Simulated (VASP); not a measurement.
**SnO: single point with r2SCAN**

Crystal: SnO.

```
Sn O
1.0
     3.35500    0.00000    0.00000
     0.00000    5.67410    0.00000
     0.00000    0.00000    4.22197
Sn O
2 2
Direct
  0.91396 0.18103 0.44477
  0.41396 0.71722 0.94477
  0.00000 0.89125 0.73686
  0.50000 0.10875 0.23686
```

This cell differs from its parent crystal: all Sn atoms moved -0.500 Å, as atom 1 along Cartesian [1 1 1].

```
Program                : VASP 6.6.1
Task                   : single point
Functional             : r2SCAN
Potentials or basis    : VASP PAW PBE potentials, release 64 (Sn_d, O)
Cutoff                 : 520 eV
k mesh                 : 8 × 6 × 6
Occupations            : gaussian, width 0.05 eV
Spin                   : no spin polarisation
Dipole correction      : no
Further INCAR settings : ALGO = Normal; EDIFF = 1e-06; NBANDS = 28
```

The pressure is 15.0 GPa and the largest force is 12.224 eV/Å. The band gap on the k mesh is 1.12 eV (least direct gap 1.39 eV).

Forces on the atoms (eV/Å):
```
Sn   9.162  5.031  6.339
Sn   2.058 -0.609  1.081
O   -2.136  0.149 -0.991
O   -9.083 -4.571 -6.429
```

Stress tensor (GPa, compression positive):
```
27.74  3.27 18.31
 3.27  4.72  1.39
18.31  1.39 12.58
```

Levels at points of the mesh, in eV from the valence-band top:
| k point | band 18 | band 19 | band 20 | band 21 | band 22 | band 23 |
| --- | --- | --- | --- | --- | --- | --- |
| (0.00, 0.00, 0.00) | -4.00 | -3.16 | -0.02 | 1.81 | 2.87 | 5.10 |
| (0.50, 0.00, 0.00) | -3.77 | -2.44 | -1.03 | 2.30 | 3.70 | 4.34 |
| (0.00, 0.50, 0.00) | -3.94 | -2.74 | -1.71 | 2.74 | 3.71 | 3.84 |
| (0.50, 0.50, 0.00) | -3.78 | -2.26 | -0.60 | 1.47 | 2.56 | 5.70 |
| (0.00, 0.00, 0.50) | -4.26 | -2.73 | -1.46 | 1.85 | 2.35 | 4.40 |
| (0.50, 0.00, 0.50) | -3.87 | -2.28 | -0.54 | 1.37 | 1.56 | 4.81 |
| (0.00, 0.50, 0.50) | -3.96 | -2.76 | -0.98 | 1.13 | 2.02 | 4.60 |
| (0.50, 0.50, 0.50) | -4.07 | -1.72 | -0.08 | 1.70 | 2.13 | 4.41 |

Wall time 9.5 min on 1 thread of AMD EPYC 9R45 (Zen 5) (shared host), peak memory 0.35 GiB.

Caveat: the cell differs from its parent crystal (all Sn atoms moved -0.500 Å, as atom 1 along Cartesian [1 1 1]); the cell stands under pressure; the PAW data sets were made with another functional, which shifts forces and pressure a little; spin-orbit coupling is left out, which moves the levels of the heavy elements. A k mesh can miss the band edges.
